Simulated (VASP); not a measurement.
A run of VASP 6.6.1:

Contents of INCAR:

```
SYSTEM = Pb
PREC = Accurate ; ENCUT = 520
EDIFF = 1E-6 ; ISMEAR = -1
SIGMA = 0.05 ; LREAL = .False.
LASPH = .True. ; NELM = 100
ALGO = Normal ; ISIF = 2
LWAVE = .False. ; LCHARG = .False.
GGA = PS ; NBANDS = 21
```

The input KPOINTS:

```
regular mesh
0
Gamma
  7 7 4
  0 0 0
```

File POSCAR:

```
Pb
1.0
    3.4800000000      0.0000000000      0.0000000000
   -1.7400000000      3.0137684052      0.0000000000
    0.0000000000      0.0000000000      5.7018000000
Pb
2
Direct
    0.6666666667      0.3333333333      0.7500000000
    0.3333333333      0.6666666667      0.2500000000
```

Potentials or basis: VASP PAW PBE potentials, release 64 (Pb_d).

Run with:

```console
$ cat potpaw_PBE.64/Pb_d/POTCAR > POTCAR
$ mpirun -np 1 vasp_std > vasp.out
```

Hardware: 1 thread of Intel Xeon 8259CL, on a shared host.

How long does it take, and how much memory?

Run time: 43 s on 1 thread of Intel Xeon 8259CL, on a shared host, peak memory 0.18 GiB. Counts: scf iterations 10, k points 24.
